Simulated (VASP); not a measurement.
CoSi2:

```
Co Si
1.0
     0.00000    2.60669    2.60669
     2.60669    0.00000    2.60669
     2.60669    2.60669    0.00000
Co Si
1 2
Direct
  0.00000 0.00000 0.00000
  0.25000 0.25000 0.25000
  0.75000 0.75000 0.75000
```

Program: VASP 6.6.1. Alike in all runs: task single point; level PBE; potentials or basis VASP PAW PBE potentials, release 64 (Co, Si); spin collinear, ferromagnetic start; cell as given; k mesh 14 × 14 × 14; cutoff (eV) 520; smearing gaussian 0.15 eV.

Task: Order these runs on this cell by their pressure, lowest first.
A. fixed moment (μB) 1.65
B. fixed moment (μB) 0.55
C. fixed moment (μB) 1.375
D. fixed moment (μB) 1.1
E. fixed moment (μB) 2.2

Result: B (18.7 GPa), D (23.2 GPa), C (26.5 GPa), A (29.6 GPa), E (35.7 GPa).

Caveats: the cell stands under pressure; the total moment is fixed, so each spin has its own Fermi level.
